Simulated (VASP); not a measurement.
# CoSbH4: single point with PBE

CoSbH4:

```
Co Sb H
1.0
     2.48024   -2.84617    0.00000
     2.48024    2.84617    0.00000
     0.00000    0.00000    4.67665
Co Sb H
1 1 4
Direct
  0.50000 0.50000 0.50000
  0.00000 0.00000 0.50000
  0.32946 0.67054 0.75746
  0.67054 0.32946 0.75746
  0.32946 0.67054 0.24254
  0.67054 0.32946 0.24254
```

The cell was generated, and may not be a known phase.

| Quantity | Value |
| --- | --- |
| Program | VASP 6.6.1 |
| Task | single point |
| Functional | PBE |
| Potentials or basis | VASP PAW PBE potentials, release 64 (Co_sv, Sb_d_GW, H) |
| Cutoff | 690 eV |
| k mesh | 8 × 8 × 8 |
| Occupations | gaussian, width 0.1 eV |
| Spin | no spin polarisation |

```json
{"Pressure": "-0.2 GPa", "Band gap on the k mesh": "zero (bands 18 and 19 overlap by 0.90 eV)"}
```

Forces in eV/Å, atoms in the order of the input:
```
Co   0.000  0.000  0.000
Sb   0.000  0.000  0.000
H    0.000  0.002  0.001
H    0.000 -0.002  0.001
H    0.000  0.002 -0.001
H    0.000 -0.002 -0.001
```

Stress tensor (GPa, compression positive):
```
-0.19  0.00  0.00
 0.00 -0.30  0.00
 0.00  0.00 -0.21
```

Levels at points of the mesh, in eV from the Fermi level:
```tsv
k point	band 16	band 17	band 18	band 19	band 20	band 21
(0.00, 0.00, 0.00)	-1.27	-1.12	0.11	1.23	3.84	4.04
(0.50, 0.00, 0.00)	-1.59	-0.90	-0.44	0.92	3.27	4.27
(0.50, 0.50, 0.00)	-1.33	-0.96	-0.77	-0.08	0.76	3.46
(0.00, 0.00, 0.50)	-1.17	-1.16	0.25	1.81	2.84	3.67
(0.50, 0.00, 0.50)	-1.78	-0.89	0.11	0.47	3.44	5.20
(0.50, 0.50, 0.50)	-1.44	-0.95	-0.77	-0.57	0.05	1.84
```

It took 100 s on 1 thread of Intel(R) Xeon(R) 6975P-C (Granite Rapids), with other jobs on the host, peak memory 0.44 GiB.

Caveat: spin-orbit coupling is left out, which moves the levels of the heavy elements; the run has no spin polarisation, though such a crystal can be magnetic. Spin polarisation is off, so any magnetic state and its effect on volume and gap are missing.
